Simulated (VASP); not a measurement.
# BN (F-43m) in VASP: further runs

BN is run at these levels: PBE, PBEsol+D3(BJ); tasks: single point.

Program: VASP 6.6.1. These are calculated values, not measurements. Logs are shortened: lines on timing, memory, paths and dates and some standing lists are left out, and cuts for length are marked.

**1. The cell of the first run**

Symmetry: F-43m, No. 216, cubic system. The conventional cell has a = 3.626 Å, b = 3.626 Å, c = 3.626 Å, α = 90.00°, β = 90.00°, γ = 90.00°. N (site symmetry -43m) has 4 B at 1.57 Å within 2.1 Å. Within 2.1 Å of B (site symmetry -43m) lie 4 N at 1.57 Å.

**2. Single point, PBE**

INCAR reads:

```
  PREC = Accurate
  ENCUT = 520
  EDIFF = 1E-7
  ISMEAR = 0
  SIGMA = 0.024
  LREAL = False
  LASPH = True
  NELM = 60
  ALGO = Normal
  ISIF = 2
  LWAVE = False
  LCHARG = False
  GGA = PE
  NBANDS = 11
```

KPOINTS reads:

```
Automatic mesh
0
Gamma
  13 13 13
```

POSCAR reads:

```
BN
1.0
    0.0000000000      1.8130010000      1.8130010000
    1.8130010000      0.0000000000      1.8130010000
    1.8130010000      1.8130010000      0.0000000000
N B
1 1
Direct
    0.2500000000      0.2500000000      0.2500000000
    0.0000000000      0.0000000000      0.0000000000
```

Potentials or basis: VASP PAW PBE potentials, release 64 (N, B).

The run is started by

```
> cat potpaw_PBE.64/N/POTCAR potpaw_PBE.64/B/POTCAR > POTCAR
> mpirun -np 1 vasp_std > vasp.out
```

OUTCAR:

```text
PREC = Accurate
   ENCUT = 520
   EDIFF = 1E-7
   ISMEAR = 0
   LREAL = False
   LASPH = True
   NELM = 60
   ISIF = 2
   GGA = PE

 ion  position               nearest neighbor table
   1  0.250  0.250  0.250-   2 1.57   2 1.57   2 1.57   2 1.57
   2  0.000  0.000  0.000-   1 1.57   1 1.57   1 1.57   1 1.57

  LATTYP: Found a face centered cubic cell.
 ALAT       =     3.6260020000

  Lattice vectors:

 A1 = (   0.0000000000,   1.8130010000,   1.8130010000)
 A2 = (   1.8130010000,   0.0000000000,   1.8130010000)
 A3 = (   1.8130010000,   1.8130010000,   0.0000000000)

Analysis of symmetry for initial positions (statically):
=====================================================================
 Subroutine PRICEL returns:
 Original cell was already a primitive cell.

 Routine SETGRP: Setting up the symmetry group for a
 face centered cubic supercell.

 Subroutine GETGRP returns: Found 24 space group operations
 (whereof 24 operations were pure point group operations)
 out of a pool of 48 trial point group operations.

The static configuration has the point symmetry T_d .

Analysis of symmetry for dynamics (positions and initial velocities):
=====================================================================
 Subroutine PRICEL returns:
 Original cell was already a primitive cell.

 Routine SETGRP: Setting up the symmetry group for a
 face centered cubic supercell.

 Subroutine GETGRP returns: Found 24 space group operations
 (whereof 24 operations were pure point group operations)
 out of a pool of 48 trial point group operations.

The dynamic configuration has the point symmetry T_d .

 Subroutine INISYM returns: Found 24 space group operations
 (whereof 24 operations are pure point group operations),
 and found     1 'primitive' translations

----------------------------------------------------------------------------------------

                                     Primitive cell

  volume of cell :      11.9186

  direct lattice vectors                    reciprocal lattice vectors
     0.000000000  1.813001000  1.813001000    -0.275785838  0.275785838  0.275785838
     1.813001000  0.000000000  1.813001000     0.275785838 -0.275785838  0.275785838
     1.813001000  1.813001000  0.000000000     0.275785838  0.275785838 -0.275785838

  length of vectors
     2.563970603  2.563970603  2.563970603     0.477675083  0.477675083  0.477675083

  position of ions in fractional coordinates (direct lattice)
     0.250000000  0.250000000  0.250000000
     0.000000000  0.000000000  0.000000000

  ion indices of the primitive-cell ions
   primitive index   ion index
                 1           1
                 2           2

----------------------------------------------------------------------------------------

 KPOINTS: Automatic mesh

Automatic generation of k-mesh.
 Grid dimensions read from file:
 generate k-points for:   13   13   13

 Generating k-lattice:

  Cartesian coordinates                     Fractional coordinates (reciprocal lattice)
    -0.021214295  0.021214295  0.021214295     0.076923077  0.000000000  0.000000000
     0.021214295 -0.021214295  0.021214295     0.000000000  0.076923077  0.000000000
     0.021214295  0.021214295 -0.021214295     0.000000000  0.000000000  0.076923077

  Length of vectors
     0.036744237  0.036744237  0.036744237

  Shift w.r.t. Gamma in fractional coordinates (k-lattice)
     0.000000000  0.000000000  0.000000000

 Subroutine IBZKPT returns following result:
 ===========================================

 Found     84 irreducible k-points:

 Following reciprocal coordinates:
            Coordinates               Weight
  0.000000  0.000000  0.000000      1.000000
  0.076923  0.000000  0.000000      8.000000
  0.153846  0.000000  0.000000      8.000000
  0.230769  0.000000  0.000000      8.000000
  0.307692  0.000000  0.000000      8.000000
  0.384615  0.000000  0.000000      8.000000
[... 16 lines left out ...]
  0.384615  0.153846  0.000000     24.000000
  0.461538  0.153846  0.000000     24.000000
 [... further k-points ...]
   k-points           NKPTS =     84   k-points in BZ     NKDIM =     84   number of bands    NBANDS=     11
   number of dos      NEDOS =    301   number of ions     NIONS =      2
   total plane-waves  NPLWV =   8000
   dimension x,y,z NGX =    20 NGY =   20 NGZ =   20
   dimension x,y,z NGXF=    40 NGYF=   40 NGZF=   40
   ions per type =               1   1
   NGX,Y,Z   is equivalent  to a cutoff of  12.97, 12.97, 12.97 a.u.
   NGXF,Y,Z  is equivalent  to a cutoff of  25.94, 25.94, 25.94 a.u.
 SYSTEM =  unknown system
   PREC   = accura    normal or accurate (medium, high low for compatibility)
   ISTART =      0    job   : 0-new  1-cont  2-samecut
   ICHARG =      2    charge: 1-file 2-atom 10-const
   ISPIN  =      1    spin polarized calculation?
   LNONCOLLINEAR =      F non collinear calculations
   LSORBIT =      F    spin-orbit coupling
   LASPH  =      T    aspherical Exc in radial PAW
   ENCUT  =  520.0 eV  38.22 Ry    6.18 a.u.   4.77  4.77  4.77*2*pi/ulx,y,z
   NELM   =     60;   NELMIN=  2; NELMDL= -5     # of ELM steps
   EDIFF  = 0.1E-06   stopping-criterion for ELM
   LREAL  =      F    real-space projection
   EDIFFG = 0.1E-05   stopping-criterion for IOM
   NSW    =      0    number of steps for IOM
   IBRION =     -1    ionic relax: 0-MD 1-quasi-New 2-CG
   NFREE  =      0    steps in history (QN), initial steepest desc. (CG)
   ISIF   =      2    stress and relaxation
   ISYM   =      2    0-nonsym 1-usesym 2-fastsym
   POTIM  = 0.5000    time-step for ionic-motion
   TEBEG  =    0.0;   TEEND  =   0.0 temperature during run
   PSTRESS=    0.0 pullay stress
   NELECT =       8.0000    total number of electrons
   NUPDOWN=      -1.0000    fix difference up-down
   EMIN   =  10.00;   EMAX   =-10.00  energy-range for DOS
   EFERMI =   0.00;   METHOD = LEGACY
   ISMEAR =     0;   SIGMA  =   0.02  broadening in eV -4-tet -1-fermi 0-gaus
   EFERMI_NEDOS =   21; number of points for ismear=-14 and -15
   IALGO  =     38    algorithm
   IMIX   =      4    mixing-type and parameters
     AMIX     =   0.40;   BMIX     =  1.00
     AMIX_MAG =   1.60;   BMIX_MAG =  1.00
  volume/ion in A,a.u.               =       5.96        40.22
  Fermi-wavevector in a.u.,A,eV,Ry     =   1.433387  2.708709 27.954506  2.054598
  Thomas-Fermi vector in A             =   2.552911
   LORBIT       =      0    0 simple, 1 ext, 2 COOP (PROOUT), +10 PAW based schemes
   GGA     = PE    functional components
   LHFCALC =     F    Hartree Fock is set to
   AEXX    =    0.0000 exact exchange contribution
   IVDW    =     0    specifies the selected vdW correction
   LEPSILON=     F    determine dielectric tensor
   LRPA    =     F    only Hartree local field effects (RPA)
 non-spin polarized calculation
 Gauss-broadening in eV      SIGMA  =   0.02
  energy-cutoff  :      520.00
  volume of cell :       11.92
 maximum number of plane-waves:       331
   NGX =  9   NGY =  9   NGZ =  9

 number of electron       7.9999999 magnetization

 Free energy of the ion-electron system (eV)
  ---------------------------------------------------
  ext. energy  EPLUGINS =         0.00000000
  ---------------------------------------------------
  free energy    TOTEN  =       -17.45100118 eV

  energy without entropy =      -17.45100118  energy(sigma->0) =      -17.45100118

 E-fermi :   7.4367     XC(G=0): -12.7771

 val. band max:        7.2910607031   @ k =   0.0000   0.0000   0.0000
 cond. band min:      11.8144398942   @ k =   0.4615   0.4615   0.0000
 fundamental gap:      4.5233791911
 Fermi energy:         7.4366992443

 k-point     1 :       0.0000    0.0000    0.0000
  band No.  band energies     occupation
      1     -12.8363      2.00000
      2       7.2911      2.00000
      3       7.2911      2.00000
      4       7.2911      2.00000
      5      16.0675      0.00000
      6      16.0675      0.00000
      7      16.0675      0.00000
      8      17.4925      0.00000
      9      31.8724      0.00000
     10      34.9486      0.00000
     11      34.9486      0.00000

 k-point     2 :       0.0769    0.0000    0.0000
  band No.  band energies     occupation
      1     -12.6932      2.00000
      2       6.5089      2.00000
      3       7.1374      2.00000
      4       7.1374      2.00000
      5      16.2413      0.00000
      6      16.3009      0.00000
      7      16.3009      0.00000
      8      17.9823      0.00000
      9      31.7163      0.00000
     10      32.9142      0.00000
     11      32.9142      0.00000

 k-point     3 :       0.1538    0.0000    0.0000
  band No.  band energies     occupation
      1     -12.2687      2.00000
      2       4.6576      2.00000
      3       6.7527      2.00000
      4       6.7527      2.00000
      5      16.5121      0.00000
      6      16.8648      0.00000
      7      16.8648      0.00000
      8      19.1794      0.00000
      9      31.2595      0.00000
     10      31.3782      0.00000
     11      31.3782      0.00000

 k-point     4 :       0.2308    0.0000    0.0000
  band No.  band energies     occupation
      1     -11.5789      2.00000
      2       2.4194      2.00000
      3       6.2872      2.00000
      4       6.2872      2.00000
      5      16.7777      0.00000
      6      17.4561      0.00000
      7      17.4561      0.00000
      8      20.4585      0.00000
      9      30.7305      0.00000
     10      30.7889      0.00000
     11      30.7889      0.00000
[... 239 lines left out ...]
 k-point    22 :       0.3077    0.1538    0.0000
  band No.  band energies     occupation
      1     -10.8192      2.00000
      2       1.7978      2.00000
      3       4.7661      2.00000
      4       5.1665      2.00000
      5      15.4242      0.00000
      6      19.1410      0.00000
      7      19.6709      0.00000
      8      20.0329      0.00000
      9      26.5631      0.00000
     10      33.4914      0.00000
     11      34.8991      0.00000

 k-point    23 :       0.3846    0.1538    0.0000
  band No.  band energies     occupation
      1      -9.8746      2.00000
      2      -0.2140      2.00000
      3       4.5217      2.00000
      4       4.6013      2.00000
      5      15.8246      0.00000
      6      19.3302      0.00000
      7      19.8674      0.00000
      8      20.7523      0.00000
      9      27.4353      0.00000
     10      33.2727      0.00000
     11      35.1876      0.00000

 k-point    24 :       0.4615    0.1538    0.0000
  band No.  band energies     occupation
      1      -8.8968      2.00000
      2      -1.9087      2.00000
      3       4.0503      2.00000
      4       4.4882      2.00000
      5      16.1426      0.00000
      6      19.3091      0.00000
      7      19.7406      0.00000
      8      21.8686      0.00000
      9      28.0487      0.00000
     10      33.3601      0.00000
     11      35.2046      0.00000

 [... further k-points ...]

------------------------ aborting loop because EDIFF is reached ----------------------------------------

  FORCE on cell =-STRESS in cart. coord.  units (eV):
  Direction    XX          YY          ZZ          XY          YZ          ZX
  --------------------------------------------------------------------------------------
  -------------------------------------------------------------------------------------
  Total       -0.0124025     -0.0124025     -0.0124025     -0.0000000      0.0000000     -0.0000000
  in kB       -1.6672312     -1.6672312     -1.6672312     -0.0000000      0.0000000     -0.0000000
  external PRESSURE =      -1.6672312 kB  Pullay stress =       0.0000000 kB

 VOLUME and BASIS-vectors are now :
 -----------------------------------------------------------------------------
  energy-cutoff  :      520.00
  volume of cell :       11.92
      direct lattice vectors                 reciprocal lattice vectors
     0.000000000  1.813001000  1.813001000    -0.275785838  0.275785838  0.275785838
     1.813001000  0.000000000  1.813001000     0.275785838 -0.275785838  0.275785838
     1.813001000  1.813001000  0.000000000     0.275785838  0.275785838 -0.275785838

 POSITION                                       TOTAL-FORCE (eV/Angst)
 -----------------------------------------------------------------------------------
      0.90650      0.90650      0.90650         0.000000      0.000000      0.000000
      0.00000      0.00000      0.00000        -0.000000     -0.000000     -0.000000
 -----------------------------------------------------------------------------------
    total drift:                                0.000000      0.000000      0.000000

  FREE ENERGIE OF THE ION-ELECTRON SYSTEM (eV)
  ---------------------------------------------------
  free  energy   TOTEN  =       -17.4510011778 eV

  energy  without entropy=      -17.4510011778  energy(sigma->0) =      -17.45100118
```

It took 14 s on 1 thread of AMD EPYC 7R13, shared host; peak memory 0.12 GiB.

What came out:

| Property | Result |
| --- | --- |
| Free energy | -17.4510 eV |
| Pressure | -0.2 GPa |
| Band gap on the k mesh | 4.52 eV, indirect (least direct gap 8.78 eV) |

Levels at points of the mesh, in eV from the valence-band top:
| k point | band 1 | band 2 | band 3 | band 4 | band 5 | band 6 | band 7 | band 8 |
| --- | --- | --- | --- | --- | --- | --- | --- | --- |
| (0.00, 0.00, 0.00) | -20.13 | 0.00 | 0.00 | 0.00 | 8.78 | 8.78 | 8.78 | 10.20 |

A k mesh can miss the band edges. A hybrid or GW would open this gap; PBE tends to underestimate it.

[end of part 1 of 2]
